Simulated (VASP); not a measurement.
# In5P6 in VASP: single point with PBEsol

Aim: the single point of In5P6 with PBEsol.

Everything below comes from runs of VASP 6.6.1. Logs are shortened: lines on timing, memory, paths and dates and some standing lists are left out, and cuts for length are marked.

## 1. The cell of the first run

The cell holds a slab with vacuum, 11 atoms: a = 4.157 Å, b = 4.157 Å, c = 29.695 Å, α = 90.00°, β = 90.00°, γ = 90.00°.

## 2. Single point, PBEsol

File INCAR:

```
ALGO = Normal
DIPOL = 0.5 0.5 0.500
EDIFF = 1E-7
ENCUT = 520
GGA = PS
IDIPOL = 3
ISIF = 2
ISMEAR = 0
LASPH = T
LCHARG = F
LDIPOL = T
LREAL = F
LWAVE = F
NBANDS = 58
NELM = 100
PREC = Accurate
SIGMA = 0.05
```

File KPOINTS:

```
k-points
0
Gamma
  8 8 1
```

File POSCAR:

```
In5P6
1.0
    4.1565024009      0.0000000000      0.0000000000
    0.0000000000      4.1565024009      0.0000000000
    0.0000000000      0.0000000000     29.6954551685
P In
6 5
Direct
    0.0000000000      0.5000000000      0.2525639010
    0.5000000000      0.0000000000      0.3515383406
    0.0000000000      0.5000000000      0.4505127802
    0.5000000000      0.0000000000      0.5494872198
    0.0000000000      0.5000000000      0.6484616594
    0.5000000000      0.0000000000      0.7474360990
    0.5000000000      0.5000000000      0.3020511208
    0.0000000000      0.0000000000      0.4010255604
    0.5000000000      0.5000000000      0.5000000000
    0.0000000000      0.0000000000      0.5989744396
    0.5000000000      0.5000000000      0.6979488792
```

Potentials or basis: VASP PAW PBE potentials, release 64 (P, In_d).

Started as:

```console
> cat potpaw_PBE.64/P/POTCAR potpaw_PBE.64/In_d/POTCAR > POTCAR
> mpirun -np 1 vasp_std > vasp.out
```

OUTCAR:

```text
EDIFF = 1E-7
   ENCUT = 520
   GGA = PS
   ISIF = 2
   ISMEAR = 0
   LASPH = T
   LREAL = F
   NELM = 100
   PREC = Accurate

 ion  position               nearest neighbor table
   1  0.000  0.500  0.253-   7 2.55   7 2.55
   2  0.500  0.000  0.352-   7 2.55   8 2.55   7 2.55   8 2.55
   3  0.000  0.500  0.451-   8 2.55   9 2.55   8 2.55   9 2.55
   4  0.500  0.000  0.549-   9 2.55  10 2.55   9 2.55  10 2.55
   5  0.000  0.500  0.648-  10 2.55  11 2.55  10 2.55  11 2.55
   6  0.500  0.000  0.747-  11 2.55  11 2.55
   7  0.500  0.500  0.302-   1 2.55   2 2.55   2 2.55   1 2.55
   8  0.000  0.000  0.401-   2 2.55   3 2.55   3 2.55   2 2.55
   9  0.500  0.500  0.500-   3 2.55   4 2.55   4 2.55   3 2.55
  10  0.000  0.000  0.599-   4 2.55   5 2.55   5 2.55   4 2.55
  11  0.500  0.500  0.698-   5 2.55   6 2.55   6 2.55   5 2.55

  LATTYP: Found a simple tetragonal cell.
 ALAT       =     4.1565024009
 C/A-ratio  =     7.1443373068

  Lattice vectors:

 A1 = (   4.1565024009,   0.0000000000,   0.0000000000)
 A2 = (   0.0000000000,   4.1565024009,   0.0000000000)
 A3 = (   0.0000000000,   0.0000000000,  29.6954551685)

Analysis of symmetry for initial positions (statically):
=====================================================================
 Subroutine PRICEL returns:
 Original cell was already a primitive cell.

 Routine SETGRP: Setting up the symmetry group for a
 simple tetragonal supercell.

 Subroutine GETGRP returns: Found  8 space group operations
 (whereof  8 operations were pure point group operations)
 out of a pool of 16 trial point group operations.

The static configuration has the point symmetry D_2d.

Analysis of symmetry for dynamics (positions and initial velocities):
=====================================================================
 Subroutine PRICEL returns:
 Original cell was already a primitive cell.

 Routine SETGRP: Setting up the symmetry group for a
 simple tetragonal supercell.

 Subroutine GETGRP returns: Found  8 space group operations
 (whereof  8 operations were pure point group operations)
 out of a pool of 16 trial point group operations.

The dynamic configuration has the point symmetry D_2d.

 Subroutine INISYM returns: Found  8 space group operations
 (whereof  8 operations are pure point group operations),
 and found     1 'primitive' translations

----------------------------------------------------------------------------------------

                                     Primitive cell

  volume of cell :     513.0339

  direct lattice vectors                    reciprocal lattice vectors
     4.156502401  0.000000000  0.000000000     0.240586893  0.000000000  0.000000000
     0.000000000  4.156502401  0.000000000     0.000000000  0.240586893  0.000000000
     0.000000000  0.000000000 29.695455169     0.000000000  0.000000000  0.033675187

  length of vectors
     4.156502401  4.156502401 29.695455169     0.240586893  0.240586893  0.033675187

  position of ions in fractional coordinates (direct lattice)
     0.000000000  0.500000000  0.252563901
     0.500000000  0.000000000  0.351538341
     0.000000000  0.500000000  0.450512780
     0.500000000  0.000000000  0.549487220
     0.000000000  0.500000000  0.648461659
     0.500000000  0.000000000  0.747436099
     0.500000000  0.500000000  0.302051121
     0.000000000  0.000000000  0.401025560
     0.500000000  0.500000000  0.500000000
     0.000000000  0.000000000  0.598974440
     0.500000000  0.500000000  0.697948879

  ion indices of the primitive-cell ions
   primitive index   ion index
                 1           1
                 2           2
                 3           3
                 4           4
                 5           5
                 6           6
                 7           7
                 8           8
                 9           9
                10          10
                11          11

----------------------------------------------------------------------------------------

 KPOINTS: k-points

Automatic generation of k-mesh.
 Grid dimensions read from file:
 generate k-points for:    8    8    1

 Generating k-lattice:

  Cartesian coordinates                     Fractional coordinates (reciprocal lattice)
     0.030073362  0.000000000  0.000000000     0.125000000  0.000000000  0.000000000
     0.000000000  0.030073362  0.000000000     0.000000000  0.125000000  0.000000000
     0.000000000  0.000000000  0.033675187     0.000000000  0.000000000  1.000000000

  Length of vectors
     0.030073362  0.030073362  0.033675187

  Shift w.r.t. Gamma in fractional coordinates (k-lattice)
     0.000000000  0.000000000  0.000000000

 Subroutine IBZKPT returns following result:
 ===========================================

 Found     15 irreducible k-points:

 Following reciprocal coordinates:
            Coordinates               Weight
  0.000000  0.000000  0.000000      1.000000
  0.125000  0.000000  0.000000      4.000000
  0.250000  0.000000  0.000000      4.000000
  0.375000  0.000000  0.000000      4.000000
  0.500000  0.000000  0.000000      2.000000
  0.125000  0.125000  0.000000      4.000000
  0.250000  0.125000  0.000000      8.000000
  0.375000  0.125000  0.000000      8.000000
  0.500000  0.125000  0.000000      4.000000
  0.250000  0.250000  0.000000      4.000000
  0.375000  0.250000  0.000000      8.000000
  0.500000  0.250000  0.000000      4.000000
  0.375000  0.375000  0.000000      4.000000
  0.500000  0.375000  0.000000      4.000000
  0.500000  0.500000  0.000000      1.000000
   k-points           NKPTS =     15   k-points in BZ     NKDIM =     15   number of bands    NBANDS=     58
   number of dos      NEDOS =    301   number of ions     NIONS =     11
   total plane-waves  NPLWV = 229376
   dimension x,y,z NGX =    32 NGY =   32 NGZ =  224
   dimension x,y,z NGXF=    64 NGYF=   64 NGZF=  448
   ions per type =               6   5
   NGX,Y,Z   is equivalent  to a cutoff of  12.80, 12.80, 12.54 a.u.
   NGXF,Y,Z  is equivalent  to a cutoff of  25.60, 25.60, 25.08 a.u.
 SYSTEM =  unknown system
   PREC   = accura    normal or accurate (medium, high low for compatibility)
   ISTART =      0    job   : 0-new  1-cont  2-samecut
   ICHARG =      2    charge: 1-file 2-atom 10-const
   ISPIN  =      1    spin polarized calculation?
   LNONCOLLINEAR =      F non collinear calculations
   LSORBIT =      F    spin-orbit coupling
   LASPH  =      T    aspherical Exc in radial PAW
   ENCUT  =  520.0 eV  38.22 Ry    6.18 a.u.   7.73  7.73 55.21*2*pi/ulx,y,z
   NELM   =    100;   NELMIN=  2; NELMDL= -5     # of ELM steps
   EDIFF  = 0.1E-06   stopping-criterion for ELM
   LREAL  =      F    real-space projection
   EDIFFG = 0.1E-05   stopping-criterion for IOM
   NSW    =      0    number of steps for IOM
   IBRION =     -1    ionic relax: 0-MD 1-quasi-New 2-CG
   NFREE  =      0    steps in history (QN), initial steepest desc. (CG)
   ISIF   =      2    stress and relaxation
   ISYM   =      2    0-nonsym 1-usesym 2-fastsym
   POTIM  = 0.5000    time-step for ionic-motion
   TEBEG  =    0.0;   TEEND  =   0.0 temperature during run
   PSTRESS=    0.0 pullay stress
   NELECT =      95.0000    total number of electrons
   NUPDOWN=      -1.0000    fix difference up-down
   EMIN   =  10.00;   EMAX   =-10.00  energy-range for DOS
   EFERMI =   0.00;   METHOD = LEGACY
   ISMEAR =     0;   SIGMA  =   0.05  broadening in eV -4-tet -1-fermi 0-gaus
   EFERMI_NEDOS =   21; number of points for ismear=-14 and -15
   IALGO  =     38    algorithm
   IMIX   =      4    mixing-type and parameters
     AMIX     =   0.40;   BMIX     =  1.00
     AMIX_MAG =   1.60;   BMIX_MAG =  1.00
  volume/ion in A,a.u.               =      46.64       314.74
  Fermi-wavevector in a.u.,A,eV,Ry     =   0.933113  1.763327 11.846579  0.870699
  Thomas-Fermi vector in A             =   2.059780
   LORBIT       =      0    0 simple, 1 ext, 2 COOP (PROOUT), +10 PAW based schemes
   GGA     = PS    functional components
   LHFCALC =     F    Hartree Fock is set to
   AEXX    =    0.0000 exact exchange contribution
   IVDW    =     0    specifies the selected vdW correction
   LEPSILON=     F    determine dielectric tensor
   LRPA    =     F    only Hartree local field effects (RPA)
 non-spin polarized calculation
 Gauss-broadening in eV      SIGMA  =   0.05
  energy-cutoff  :      520.00
  volume of cell :      513.03
 maximum number of plane-waves:     13876
 NGX is ok and might be reduce to    32
   NGX = 15   NGY = 15   NGZ =111

 dipolmoment           0.000000      0.000000      0.000000 electrons x Angstroem

 number of electron      94.9999982 magnetization

 dipolmoment           0.000000      0.000000     -0.000000 electrons x Angstroem

 Free energy of the ion-electron system (eV)
  ---------------------------------------------------
  ext. energy  EPLUGINS =         0.00000000
  ---------------------------------------------------
  free energy    TOTEN  =       -47.13262513 eV

  energy without entropy =      -47.12620203  energy(sigma->0) =      -47.12941358

 E-fermi :  -0.3218     XC(G=0):  -5.6125

 val. band max:       -0.3322542910   @ k =   0.1250   0.0000   0.0000
 cond. band min:      -0.2934604558   @ k =   0.1250   0.0000   0.0000
 fundamental gap:      0.0387938352
 Fermi energy:        -0.3218054541

 k-point     1 :       0.0000    0.0000    0.0000
  band No.  band energies     occupation
      1     -14.6156      2.00000
      2     -14.4857      2.00000
      3     -14.4503      2.00000
      4     -14.4503      2.00000
      5     -14.4495      2.00000
      6     -14.3665      2.00000
[... 50 lines left out ...]
     57       2.8276      0.00000
     58       3.2064      0.00000

 k-point     2 :       0.1250    0.0000    0.0000
  band No.  band energies     occupation
      1     -14.6091      2.00000
      2     -14.4923      2.00000
      3     -14.4494      2.00000
      4     -14.4489      2.00000
      5     -14.4433      2.00000
      6     -14.3640      2.00000
[... 50 lines left out ...]
     57       3.3361      0.00000
     58       3.6672      0.00000

 k-point     3 :       0.2500    0.0000    0.0000
  band No.  band energies     occupation
      1     -14.5953      2.00000
      2     -14.5163      2.00000
      3     -14.4454      2.00000
      4     -14.4432      2.00000
      5     -14.4298      2.00000
      6     -14.3709      2.00000
[... 667 lines left out ...]
      3     -14.4565      2.00000
      4     -14.4482      2.00000
      5     -14.3954      2.00000
      6     -14.3689      2.00000
[... 50 lines left out ...]
     57       3.5394      0.00000
     58       4.1884      0.00000

 k-point    15 :       0.5000    0.5000    0.0000
  band No.  band energies     occupation
      1     -14.6184      2.00000
      2     -14.6184      2.00000
      3     -14.4576      2.00000
      4     -14.4576      2.00000
      5     -14.3854      2.00000
      6     -14.3708      2.00000
[... 50 lines left out ...]
     57       3.4473      0.00000
     58       4.1161      0.00000

------------------------ aborting loop because EDIFF is reached ----------------------------------------

 vacuum level on the upper side and lower side of the slab       (xc-potential included)        -0.074        -0.074

  FORCE on cell =-STRESS in cart. coord.  units (eV):
  Direction    XX          YY          ZZ          XY          YZ          ZX
  --------------------------------------------------------------------------------------
  -------------------------------------------------------------------------------------
  Total       -2.6662436     -2.6662436      0.1347939      0.0000000      0.0000000      0.0000000
  in kB       -8.3265357     -8.3265357      0.4209543      0.0000000      0.0000000      0.0000000
  external PRESSURE =      -5.4107057 kB  Pullay stress =       0.0000000 kB

 VOLUME and BASIS-vectors are now :
 -----------------------------------------------------------------------------
  energy-cutoff  :      520.00
  volume of cell :      513.03
      direct lattice vectors                 reciprocal lattice vectors
     4.156502401  0.000000000  0.000000000     0.240586893  0.000000000  0.000000000
     0.000000000  4.156502401  0.000000000     0.000000000  0.240586893  0.000000000
     0.000000000  0.000000000 29.695455169     0.000000000  0.000000000  0.033675187

 POSITION                                       TOTAL-FORCE (eV/Angst)
 -----------------------------------------------------------------------------------
      0.00000      2.07825      7.50000         0.000000     -0.000000      0.118045
      2.07825      0.00000     10.43909         0.000000     -0.000000      0.301312
      0.00000      2.07825     13.37818        -0.000000     -0.000000      0.034741
      2.07825      0.00000     16.31727         0.000000     -0.000000     -0.034741
      0.00000      2.07825     19.25636         0.000000     -0.000000     -0.301312
      2.07825      0.00000     22.19546        -0.000000     -0.000000     -0.118045
      2.07825      2.07825      8.96955         0.000000     -0.000000     -0.325899
      0.00000      0.00000     11.90864         0.000000     -0.000000     -0.150556
      2.07825      2.07825     14.84773         0.000000      0.000000      0.000000
      0.00000      0.00000     17.78682         0.000000     -0.000000      0.150556
      2.07825      2.07825     20.72591         0.000000     -0.000000      0.325899
 -----------------------------------------------------------------------------------
    total drift:                                0.000000      0.000000     -0.000000

  FREE ENERGIE OF THE ION-ELECTRON SYSTEM (eV)
  ---------------------------------------------------
  free  energy   TOTEN  =       -47.1326251265 eV

  energy  without entropy=      -47.1262020274  energy(sigma->0) =      -47.12941358

 vacuum level on the upper side and lower side of the slab         5.822         5.822
```

Wall time 10 min (1 thread of Intel Xeon Platinum 8559C (Emerald Rapids), shared host); peak memory 0.66 GiB.

Results:

```
Free energy   : -47.1326 eV
Largest force : 0.326 eV/Å
```

Forces on the atoms (eV/Å):
```
P    0.000  0.000  0.118
P    0.000  0.000  0.301
P    0.000  0.000  0.035
P    0.000  0.000 -0.035
P    0.000  0.000 -0.301
P    0.000  0.000 -0.118
In   0.000  0.000 -0.326
In   0.000  0.000 -0.151
In   0.000  0.000  0.000
In   0.000  0.000  0.151
In   0.000  0.000  0.326
```

Caveat: the PAW data sets were made with another functional, which shifts forces and pressure a little; spin-orbit coupling is left out, which moves the levels of the heavy elements.
